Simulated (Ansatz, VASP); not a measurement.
LiBe: VASP beside Ansatz

INCAR

```
  PREC = Accurate
  ENCUT = 520
  EDIFF = 1E-6
  ISMEAR = 0
  SIGMA = 0.1
  LREAL = F
  LASPH = T
  NELM = 80
  ALGO = Fast
  ISIF = 2
  LWAVE = F
  LCHARG = F
  GGA = PE
  NBANDS = 13
```

KPOINTS

```
regular mesh
0
Gamma
  6 6 4
```

The input POSCAR:

```
LiBe
1.0
    3.2591284787      0.0000000000      0.0000000000
   -1.6295642393      2.8224880567      0.0000000000
    0.0000000000      0.0000000000      5.2193818668
Li Be
2 2
Direct
    0.3333333333      0.6666666667      0.0000000000
    0.6666666667      0.3333333333      0.5000000000
    0.3333333333      0.6666666667      0.3821000000
    0.6666666667      0.3333333333      0.8821000000
```

Input for Ansatz:

```yaml
crystal:
  lattice:
    - [3.2591284787, 0.0, 0.0]
    - [-1.6295642393, 2.8224880567, 0.0]
    - [0.0, 0.0, 5.2193818668]
  atoms:
    - { symbol: Li, position: [0.3333333333, 0.6666666667, 0.0] }
    - { symbol: Li, position: [0.6666666667, 0.3333333333, 0.5] }
    - { symbol: Be, position: [0.3333333333, 0.6666666667, 0.3821] }
    - { symbol: Be, position: [0.6666666667, 0.3333333333, 0.8821] }
basis:
  ecutwfc: 420
kpoints:
  mp_grid: { grid: [6, 6, 4] }
hamiltonian:
  xc: pbe
scf:
  occupations: { method: gaussian, width: 0.1 }
  lower_state_search: "off"
output:
  forces: true
  stress: true
  eigenvalues: true
```

Alike in both runs: task single point; functional PBE; k mesh 6 × 6 × 4; occupations gaussian, width 0.1 eV; no spin polarisation.

|  | VASP | Ansatz |
| --- | --- | --- |
| version | VASP 6.6.1 | Ansatz 0.2.0 |
| potentials or method | VASP PAW PBE potentials, release 64 (Li_sv, Be), cutoff 520 eV | scalar-relativistic, plane waves, PAW |
| valence electrons in the cell | 10 | 10 |

|  | VASP | Ansatz | Ansatz less VASP |
| --- | --- | --- | --- |
| gap on the k mesh at the Fermi level (eV) | none | none | - |
| rms of the force components (eV/Å) | 0.059 | 0.059 | -0.0001 |

Atom by atom the forces differ by 0.000 eV/Å (rms over components). A gap of «none» marks a metal or a gap that the smearing closes.

The k mesh is coarse, so the values compare programs but aren't converged. Noted on VASP's run: the cutoff is under 1.25 times that of the potentials, so the pressure is a little rough.
